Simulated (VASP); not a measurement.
Set up this calculation in VASP 6.6.1, as the native input.

* Task: single point
* Functional: PBEsol
* Potentials or basis: VASP PAW PBE potentials, release 64 (Zr_sv, H)
* Cutoff: 520 eV
* k mesh: 16 × 16 × 10
* Occupations: gaussian, width 0.1 eV
* Spin: no spin polarisation
* Dipole correction: no
* Further INCAR settings: ALGO = Normal; EDIFF = 1e-07; NBANDS = 21

The structure of ZrH lies in POSCAR:

```
ZrH
1.0
    3.1902763251      0.0000000000      0.0000000000
    0.0000000000      3.1902763251      0.0000000000
    0.1996202913      0.0000000000      4.9905072820
Zr H
2 2
Direct
    0.0000000000      0.5000000000      0.0000000000
    0.5000000000      0.0000000000      0.5000000000
   -0.0127405348      0.0000000000      0.7502346726
    0.0127405348      0.0000000000      0.2497653274
```

This cell differs from its parent crystal: shear of c along a, cell held: +4.0 %, then relaxed in part.

These files were run (other wordings do the same):

INCAR

```
SYSTEM = ZrH
PREC = Accurate ; ENCUT = 520
EDIFF = 1E-7 ; ISMEAR = 0
SIGMA = 0.1 ; LREAL = .False.
LASPH = .True. ; NELM = 80
ALGO = Normal ; ISIF = 2
LWAVE = .False. ; LCHARG = .True.
GGA = PS ; LELF = .True.
LVHAR = .True. ; NBANDS = 21
```

KPOINTS

```
regular mesh
0
Gamma
  16 16 10
  0 0 0
```

Potentials or basis: VASP PAW PBE potentials, release 64 (Zr_sv, H).

Command:

```sh
$ cat potpaw_PBE.64/Zr_sv/POTCAR potpaw_PBE.64/H/POTCAR > POTCAR
$ mpirun -np 1 vasp_std > vasp.out
```

It gave:

```yaml
Pressure: 0.1 GPa
Band_gap_on_the_k_mesh: zero (bands 13 and 14 overlap by 0.92 eV)
```

Caveat: the cell differs from its parent crystal (shear of c along a, cell held: +4.0 %, then relaxed in part); the PAW data sets were made with another functional, which shifts forces and pressure a little.

Wall time 15 min on 1 thread of Intel Xeon 8259CL, on a shared host, peak memory 0.7 GiB.
